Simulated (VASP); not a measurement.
# GaAs (F-43m) in VASP: relaxation of cell and atoms with LDA

Aim: the relaxation of cell and atoms of GaAs with LDA.

Program: VASP 6.6.1. These are calculated values, not measurements. Logs are shortened: lines on timing, memory, paths and dates and some standing lists are left out, and cuts for length are marked.

## (1) The cell of the first run

The structure is cubic, space group F-43m (No. 216). The conventional cell has a = 5.603 Å, b = 5.603 Å, c = 5.603 Å, α = 90.00°, β = 90.00°, γ = 90.00°. Ga (site symmetry -43m) has 4 As at 2.43 Å within 3.2 Å. Within 3.2 Å of As (site symmetry -43m) lie 4 Ga at 2.43 Å.

## (2) Relaxation of cell and atoms, LDA, target pressure 7 GPa, at which the enthalpy is minimised

Input file INCAR:

```
PREC = Accurate
ENCUT = 600
EDIFF = 1E-6
ISMEAR = 0
SIGMA = 0.01
LREAL = False
LASPH = True
NELM = 100
ALGO = Normal
ISIF = 3
LWAVE = False
LCHARG = False
IBRION = 2
NSW = 80
EDIFFG = -0.001
PSTRESS = 70.0
```

Input file KPOINTS:

```
Automatic mesh
0
Gamma
  12 12 12
```

Input file POSCAR:

```
GaAs
1.0
    0.0000000000      2.8015748656      2.8015748656
    2.8015748656      0.0000000000      2.8015748656
    2.8015748656      2.8015748656      0.0000000000
Ga As
1 1
Direct
    0.0000000000      0.0000000000      0.0000000000
    0.7500000000      0.7500000000      0.7500000000
```

Potentials or basis: VASP PAW LDA potentials, release 64 (Ga_d, As).

On the command line:

```sh
$ cat potpaw_LDA.64/Ga_d/POTCAR potpaw_LDA.64/As/POTCAR > POTCAR
$ mpirun -np 1 vasp_std > vasp.out
```

OUTCAR:

```text
PREC = Accurate
   ENCUT = 600
   EDIFF = 1E-6
   ISMEAR = 0
   LREAL = False
   LASPH = True
   NELM = 100
   ISIF = 3
   IBRION = 2
   NSW = 80
   EDIFFG = -0.001
   PSTRESS = 70.0

 ion  position               nearest neighbor table
   1  0.000  0.000  0.000-   2 2.43   2 2.43   2 2.43   2 2.43
   2  0.750  0.750  0.750-   1 2.43   1 2.43   1 2.43   1 2.43

  LATTYP: Found a face centered cubic cell.
 ALAT       =     5.6031497312

  Lattice vectors:

 A1 = (   0.0000000000,   2.8015748656,   2.8015748656)
 A2 = (   2.8015748656,   0.0000000000,   2.8015748656)
 A3 = (   2.8015748656,   2.8015748656,   0.0000000000)

Analysis of symmetry for initial positions (statically):
=====================================================================
 Subroutine PRICEL returns:
 Original cell was already a primitive cell.

 Routine SETGRP: Setting up the symmetry group for a
 face centered cubic supercell.

 Subroutine GETGRP returns: Found 24 space group operations
 (whereof 24 operations were pure point group operations)
 out of a pool of 48 trial point group operations.

The static configuration has the point symmetry T_d .

Analysis of symmetry for dynamics (positions and initial velocities):
=====================================================================
 Subroutine PRICEL returns:
 Original cell was already a primitive cell.

 Routine SETGRP: Setting up the symmetry group for a
 face centered cubic supercell.

 Subroutine GETGRP returns: Found 24 space group operations
 (whereof 24 operations were pure point group operations)
 out of a pool of 48 trial point group operations.

The dynamic configuration has the point symmetry T_d .

 Subroutine INISYM returns: Found 24 space group operations
 (whereof 24 operations are pure point group operations),
 and found     1 'primitive' translations

----------------------------------------------------------------------------------------

                                     Primitive cell

  volume of cell :      43.9781

  direct lattice vectors                    reciprocal lattice vectors
     0.000000000  2.801574866  2.801574866    -0.178471047  0.178471047  0.178471047
     2.801574866  0.000000000  2.801574866     0.178471047 -0.178471047  0.178471047
     2.801574866  2.801574866  0.000000000     0.178471047  0.178471047 -0.178471047

  length of vectors
     3.962025171  3.962025171  3.962025171     0.309120921  0.309120921  0.309120921

  position of ions in fractional coordinates (direct lattice)
     0.000000000  0.000000000  0.000000000
     0.750000000  0.750000000  0.750000000

  ion indices of the primitive-cell ions
   primitive index   ion index
                 1           1
                 2           2

----------------------------------------------------------------------------------------

 KPOINTS: Automatic mesh

Automatic generation of k-mesh.
 Grid dimensions read from file:
 generate k-points for:   12   12   12

 Generating k-lattice:

  Cartesian coordinates                     Fractional coordinates (reciprocal lattice)
    -0.014872587  0.014872587  0.014872587     0.083333333  0.000000000  0.000000000
     0.014872587 -0.014872587  0.014872587     0.000000000  0.083333333  0.000000000
     0.014872587  0.014872587 -0.014872587     0.000000000  0.000000000  0.083333333

  Length of vectors
     0.025760077  0.025760077  0.025760077

  Shift w.r.t. Gamma in fractional coordinates (k-lattice)
     0.000000000  0.000000000  0.000000000

 Subroutine IBZKPT returns following result:
 ===========================================

 Found     72 irreducible k-points:

 Following reciprocal coordinates:
            Coordinates               Weight
  0.000000  0.000000  0.000000      1.000000
  0.083333  0.000000  0.000000      8.000000
  0.166667  0.000000  0.000000      8.000000
  0.250000  0.000000  0.000000      8.000000
  0.333333  0.000000  0.000000      8.000000
  0.416667  0.000000  0.000000      8.000000
[... 16 lines left out ...]
  0.500000  0.166667  0.000000     24.000000
 -0.416667  0.166667  0.000000     24.000000
 [... further k-points ...]
   k-points           NKPTS =     72   k-points in BZ     NKDIM =     72   number of bands    NBANDS=     13
   number of dos      NEDOS =    301   number of ions     NIONS =      2
   total plane-waves  NPLWV =  32768
   dimension x,y,z NGX =    32 NGY =   32 NGZ =   32
   dimension x,y,z NGXF=    64 NGYF=   64 NGZF=   64
   ions per type =               1   1
   NGX,Y,Z   is equivalent  to a cutoff of  13.43, 13.43, 13.43 a.u.
   NGXF,Y,Z  is equivalent  to a cutoff of  26.85, 26.85, 26.85 a.u.
 SYSTEM =  unknown system
   PREC   = accura    normal or accurate (medium, high low for compatibility)
   ISTART =      0    job   : 0-new  1-cont  2-samecut
   ICHARG =      2    charge: 1-file 2-atom 10-const
   ISPIN  =      1    spin polarized calculation?
   LNONCOLLINEAR =      F non collinear calculations
   LSORBIT =      F    spin-orbit coupling
   LASPH  =      T    aspherical Exc in radial PAW
   ENCUT  =  600.0 eV  44.10 Ry    6.64 a.u.   7.91  7.91  7.91*2*pi/ulx,y,z
   NELM   =    100;   NELMIN=  2; NELMDL= -5     # of ELM steps
   EDIFF  = 0.1E-05   stopping-criterion for ELM
   LREAL  =      F    real-space projection
   EDIFFG = -.1E-02   stopping-criterion for IOM
   NSW    =     80    number of steps for IOM
   IBRION =      2    ionic relax: 0-MD 1-quasi-New 2-CG
   NFREE  =      1    steps in history (QN), initial steepest desc. (CG)
   ISIF   =      3    stress and relaxation
   ISYM   =      2    0-nonsym 1-usesym 2-fastsym
   POTIM  = 0.5000    time-step for ionic-motion
   TEBEG  =    0.0;   TEEND  =   0.0 temperature during run
   PSTRESS=   70.0 pullay stress
   NELECT =      18.0000    total number of electrons
   NUPDOWN=      -1.0000    fix difference up-down
   EMIN   =  10.00;   EMAX   =-10.00  energy-range for DOS
   EFERMI =   0.00;   METHOD = LEGACY
   ISMEAR =     0;   SIGMA  =   0.01  broadening in eV -4-tet -1-fermi 0-gaus
   EFERMI_NEDOS =   21; number of points for ismear=-14 and -15
   IALGO  =     38    algorithm
   IMIX   =      4    mixing-type and parameters
     AMIX     =   0.40;   BMIX     =  1.00
     AMIX_MAG =   1.60;   BMIX_MAG =  1.00
  volume/ion in A,a.u.               =      21.99       148.39
  Fermi-wavevector in a.u.,A,eV,Ry     =   1.215496  2.296954 20.101653  1.477430
  Thomas-Fermi vector in A             =   2.350881
   LORBIT       =      0    0 simple, 1 ext, 2 COOP (PROOUT), +10 PAW based schemes
   GGA     = CA    functional components
   LHFCALC =     F    Hartree Fock is set to
   AEXX    =    0.0000 exact exchange contribution
   IVDW    =     0    specifies the selected vdW correction
   LEPSILON=     F    determine dielectric tensor
   LRPA    =     F    only Hartree local field effects (RPA)
 conjugate gradient relaxation of ions
 non-spin polarized calculation
 Gauss-broadening in eV      SIGMA  =   0.01
  energy-cutoff  :      600.00
  volume of cell :       43.98
 maximum number of plane-waves:      1484
   NGX = 15   NGY = 15   NGZ = 15

--------------------------------------- Ionic step        1  -------------------------------------------

 number of electron      18.0000004 magnetization

 Free energy of the ion-electron system (eV)
  ---------------------------------------------------
  ext. energy  EPLUGINS =         0.00000000
  ---------------------------------------------------
  free energy    TOTEN  =        -9.64189098 eV

  energy without entropy =       -9.64189098  energy(sigma->0) =       -9.64189098

------------------------ aborting loop because EDIFF is reached ----------------------------------------

  FORCE on cell =-STRESS in cart. coord.  units (eV):
  Direction    XX          YY          ZZ          XY          YZ          ZX
  --------------------------------------------------------------------------------------
  -------------------------------------------------------------------------------------
  Total        0.0827503      0.0827503      0.0827503      0.0000000     -0.0000000     -0.0000000
  in kB        3.0146941      3.0146941      3.0146941      0.0000000     -0.0000000     -0.0000000
  external PRESSURE =     -66.9853059 kB  Pullay stress =      70.0000000 kB
[... 251 lines left out ...]
  enthalpy is  TOTEN    =        -7.7907965672 eV   P V=        1.7842351224

--------------------------------------- Ionic step        8  -------------------------------------------

 number of electron      18.0000000 magnetization

 Free energy of the ion-electron system (eV)
  ---------------------------------------------------
  ext. energy  EPLUGINS =         0.00000000
  ---------------------------------------------------
  free energy    TOTEN  =        -9.57462768 eV

  energy without entropy =       -9.57462768  energy(sigma->0) =       -9.57462768

 E-fermi :   4.9152     XC(G=0): -10.3667

 val. band max:        4.8232138537   @ k =   0.0000   0.0000   0.0000
 cond. band min:       5.9415589522   @ k =   0.0000   0.0000   0.0000
 fundamental gap:      1.1183450986
 Fermi energy:         4.9151537918

 k-point     1 :       0.0000    0.0000    0.0000
  band No.  band energies     occupation
      1     -10.3255      2.00000
      2     -10.3255      2.00000
      3     -10.3255      2.00000
      4     -10.2194      2.00000
      5     -10.2194      2.00000
      6      -8.7173      2.00000
      7       4.8232      2.00000
      8       4.8232      2.00000
      9       4.8232      2.00000
     10       5.9416      0.00000
     11       8.5134      0.00000
     12       8.5134      0.00000
     13       8.5134      0.00000
[... 353 lines left out ...]
 k-point    24 :      -0.4167    0.1667    0.0000
  band No.  band energies     occupation
      1     -10.4457      2.00000
      2     -10.2941      2.00000
      3     -10.2888      2.00000
      4     -10.2211      2.00000
      5     -10.2159      2.00000
      6      -6.4003      2.00000
      7      -2.2476      2.00000
      8       1.6315      2.00000
      9       3.1242      2.00000
     10       7.2924      0.00000
     11       9.4065      0.00000
     12      10.4480      0.00000
     13      13.1440      0.00000

 [... further k-points ...]

------------------------ aborting loop because EDIFF is reached ----------------------------------------

  FORCE on cell =-STRESS in cart. coord.  units (eV):
  Direction    XX          YY          ZZ          XY          YZ          ZX
  --------------------------------------------------------------------------------------
  -------------------------------------------------------------------------------------
  Total        1.7848248      1.7848248      1.7848248      0.0000000     -0.0000000     -0.0000000
  in kB       70.0390635     70.0390635     70.0390635      0.0000000     -0.0000000     -0.0000000
  external PRESSURE =       0.0390635 kB  Pullay stress =      70.0000000 kB
[... 17 lines left out ...]
  FREE ENERGIE OF THE ION-ELECTRON SYSTEM (eV)
  ---------------------------------------------------
  free  energy   TOTEN  =        -9.5746276838 eV

  energy  without entropy=       -9.5746276838  energy(sigma->0) =       -9.57462768

  enthalpy is  TOTEN    =        -7.7907983623 eV   P V=        1.7838293215

 reached required accuracy - stopping structural energy minimisation
```

It took 2.4 min on 1 thread of Intel Xeon Platinum 8259CL at 2.50GHz (Skylake/Cascade Lake), shared host; peak memory 0.2 GiB.

What came out:

```
Free energy                                                : -9.5746 eV
Relaxed volume                                             : 20.41 Å³/atom
Relaxed cell                                               : a = 3.865 Å, b = 3.865 Å, c = 3.865 Å, α = 60.00°, β = 60.00°, γ = 60.00°
Space group after relaxing (to 0.1 Å)                      : F-43m (No. 216)
Energy change on relaxing (the run minimises the enthalpy) : +33.6 meV/atom
Ionic steps                                                : 8
Pressure after relaxing                                    : 7.0 GPa
Band gap on the k mesh                                     : 1.12 eV
```

Step by step:
```
step  energy change (eV)  largest force (eV/Å)  pressure (GPa)  volume (Å³)
   1              0.0000                0.0000            0.30        43.98
   2              0.2274                0.0000           14.38        38.38
   3              0.0664                0.0000            6.89        40.85
   4              0.0691                0.0000            7.15        40.79
   5              0.0647                0.0000            6.81        40.89
   6              0.0675                0.0000            7.06        40.82
   7              0.0669                0.0000            6.91        40.84
   8              0.0673                0.0000            7.00        40.83
```

Final structure:
```yaml
crystal:
  lattice:
    - [0.00000, 2.73304, 2.73304]
    - [2.73304, 0.00000, 2.73304]
    - [2.73304, 2.73304, 0.00000]
  atoms:
    - { symbol: Ga, position: [0.00000, 0.00000, 0.00000] }
    - { symbol: As, position: [0.75000, 0.75000, 0.75000] }
```

Caveat: the cell is relaxed towards a set pressure, so the run minimises the enthalpy, not the energy.
